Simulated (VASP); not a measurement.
TlSnCl3: single point with r2SCAN

TlSnCl3:

```xyz
5
Lattice="5.5174 0.0000 0.0000 0.0000 5.5174 0.0000 0.0000 0.0000 5.5174" Properties=species:S:1:pos:R:3 pbc="T T T"
Tl    0.0000    0.0000    0.0000
Sn    2.7587    2.7587    2.7587
Cl    2.7587    2.7587    0.0000
Cl    2.7587    0.0000    2.7587
Cl    0.0000    2.7587    2.7587
```

| Quantity | Value |
| --- | --- |
| Program | VASP 6.6.1 |
| Task | single point |
| Functional | r2SCAN |
| Potentials or basis | VASP PAW PBE potentials, release 64 (Tl_d, Sn_d, Cl) |
| Cutoff | 520 eV |
| k mesh | 4 × 4 × 4 |
| Occupations | fermi-dirac, width 0.02 eV |
| Spin | no spin polarisation |
| Dipole correction | no |
| Further INCAR settings | ALGO = Normal; EDIFF = 1e-07; NBANDS = 32 |

```yaml
Pressure: 0.0 GPa
Band_gap_on_the_k_mesh: 0.74 eV (least direct gap 0.92 eV)
```

Levels at points of the mesh, in eV from the valence-band top:
```tsv
k point	band 21	band 22	band 23	band 24	band 25	band 26	band 27	band 28
(0.00, 0.00, 0.00)	-4.19	-4.16	-4.16	-4.16	2.41	2.41	2.41	4.88
(0.50, 0.00, 0.00)	-4.24	-4.13	-4.13	-2.51	0.74	1.95	1.95	1.98
(0.50, 0.50, 0.00)	-4.35	-4.35	-3.69	-1.20	1.26	1.26	1.55	1.73
(0.50, 0.50, 0.50)	-3.70	-3.70	-3.70	0.00	0.92	0.92	0.92	2.13
```

It took 3.1 min on 1 thread of AMD EPYC 9R45 96-Core Processor (Zen 5), with other jobs on the host, peak memory 0.28 GiB.

Caveat: the PAW data sets were made with another functional, which shifts forces and pressure a little; spin-orbit coupling is left out, which moves the levels of the heavy elements. A k mesh can miss the band edges.
